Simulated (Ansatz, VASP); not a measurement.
# NaCl: VASP beside Ansatz

```
Na Cl
1.0
     3.45955    0.00000    0.00000
     0.00000    3.45955    0.00000
     0.00000    0.00000    3.45955
Na Cl
1 1
Direct
  0.00000 0.00000 0.00000
  0.50000 0.50000 0.50000
```

Alike in both runs: task single point; functional r2SCANh; k mesh 6 × 6 × 6; no spin polarisation.

|  | VASP | Ansatz |
| --- | --- | --- |
| version | VASP 6.6.1 | Ansatz 0.2.0 |
| potentials or method | VASP PAW PBE potentials, release 64 (Na_pv, Cl) | plane waves, PAW |
| plane-wave cutoff (eV) | 520 | 500 |
| occupations | gaussian, width 0.01 eV | fixed |
| valence electrons in the cell | 14 | 16 |

```csv
,VASP,Ansatz,Ansatz less VASP
gap on the k mesh at the Fermi level (eV),5.63,5.60,-0.032
pressure (GPa),-0.3,-0.1,+0.26
```

VASP's potentials were made for PBE, not for r2SCANh. VASP's potentials hold 14 valence electrons a cell and Ansatz's 16, so a difference there can come from the potentials and not from the codes. Ansatz's warnings: stress exchange threshold loose, stress scf threshold loose.
